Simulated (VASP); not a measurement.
Write the native input for VASP 6.6.1 that does the following.

```
Task                   : single point
Functional             : LDA
Potentials or basis    : VASP PAW LDA potentials, release 64 (Te, Sn_d)
Cutoff                 : 520 eV
k mesh                 : 6 × 6 × 6
Occupations            : fermi-dirac, width 0.05 eV
Spin                   : no spin polarisation
Dipole correction      : no
Further INCAR settings : ALGO = Normal; EDIFF = 1e-06; NBANDS = 32
```

The structure of Sn3Te lies in POSCAR:

```
Sn3Te
1.0
    4.8329658348      0.0000000000      0.0000000000
    0.0000000000      4.8329658348      0.0000000000
    0.0000000000      0.0000000000      4.8329658348
Te Sn
1 3
Direct
    0.0000000000      0.0000000000      0.0000000000
    0.0000000000      0.5000000000      0.5000000000
    0.5000000000      0.0000000000      0.5000000000
    0.5000000000      0.5000000000      0.0000000000
```

The input as run:

INCAR

```
SYSTEM = Sn3Te
PREC = Accurate
ENCUT = 520
EDIFF = 1E-6
ISMEAR = -1
SIGMA = 0.05
LREAL = .False.
LASPH = .True.
NELM = 100
ALGO = Normal
ISIF = 2
LWAVE = .False.
LCHARG = .False.
GGA = CA
NBANDS = 32
```

KPOINTS

```
regular mesh
0
Gamma
  6 6 6
  0 0 0
```

Potentials or basis: VASP PAW LDA potentials, release 64 (Te, Sn_d).

Launch:

```console
$ cat potpaw_LDA.64/Te/POTCAR potpaw_LDA.64/Sn_d/POTCAR > POTCAR
$ mpirun -np 1 vasp_std > vasp.out
```

Results of the run:

```
Pressure               : -2.7 GPa
Band gap on the k mesh : zero (band 24 reaches 10.51 eV, above the bottom of band 25 at 7.26 eV)
```

Caveat: spin-orbit coupling is left out, which moves the levels of the heavy elements.

It took 62 s on 1 thread of AMD EPYC 7R43 64-Core Processor (Zen 3), with other jobs on the host, peak memory 0.17 GiB.
